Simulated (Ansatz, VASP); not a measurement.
WC2: VASP beside Ansatz

```
C W
1.0
    -1.40376    1.40376    3.47872
     1.40376   -1.40376    3.47872
     1.40376    1.40376   -3.47872
C W
2 1
Direct
  0.33723 0.33723 0.00000
  0.66277 0.66277 0.00000
  0.00000 0.00000 0.00000
```

Alike in both runs: task single point; functional PBEsol; k mesh 8 × 8 × 8; occupations gaussian, width 0.1 eV; no spin polarisation.

|  | VASP | Ansatz |
| --- | --- | --- |
| version | VASP 6.6.1 | Ansatz 0.2.0 |
| potentials or method | VASP PAW PBE potentials, release 64 (C_h, W_sv), cutoff 1300 eV | scalar-relativistic, plane waves, PAW |
| valence electrons in the cell | 22 | 22 |

```csv
,VASP,Ansatz,Ansatz less VASP
gap on the k mesh at the Fermi level (eV),none,none,-
pressure (GPa),-14.6,-15.5,-0.93
"traceless stress, the component that is largest in VASP (GPa)",-11.99,-11.89,+0.100
rms of the force components (eV/Å),0.092,0.105,+0.0133
```

VASP's potentials were made for PBE, not for PBEsol. Atom by atom the forces differ by 0.013 eV/Å (rms over components). A gap of «none» marks a metal or a gap that the smearing closes.

The k mesh is coarse, so the values compare programs but aren't converged. Spin-orbit coupling is off throughout.
